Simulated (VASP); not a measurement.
A run of VASP 6.6.1:

The input INCAR:

```
SYSTEM = P
  PREC = Accurate
  ENCUT = 520
  EDIFF = 1E-6
  ISMEAR = 0
  SIGMA = 0.1
  LREAL = .FALSE.
  LASPH = .TRUE.
  NELM = 100
  ALGO = Normal
  ISIF = 2
  LWAVE = .FALSE.
  LCHARG = .FALSE.
  GGA = PE
  NBANDS = 12
```

The input KPOINTS:

```
Automatic mesh
0
G
  6 6 4
  0 0 0
```

Contents of POSCAR:

```
P
1.0
    2.4246941115      0.0000000000      0.0000000000
    0.0000000000      2.4385351442      0.0000000000
   -0.0203144631      0.0000000000      4.8524328982
P
2
Direct
    0.9999999700      0.0000000000      0.2505746400
    0.0000000300      0.0000000000      0.7494253600
```

Potentials or basis: VASP PAW PBE potentials, release 64 (P).

Command:

```bash
$ cat potpaw_PBE.64/P/POTCAR > POTCAR
$ mpirun -np 1 vasp_std > vasp.out
```

Hardware: 1 thread of Intel(R) Xeon(R) 6975P-C (Granite Rapids), with other jobs on the host.

Q: Estimate the wall time of this run.

A: It took 4.9 s on 1 thread of Intel(R) Xeon(R) 6975P-C (Granite Rapids) (shared host), peak memory 0.13 GiB. Counts: scf iterations 10, k points 56.
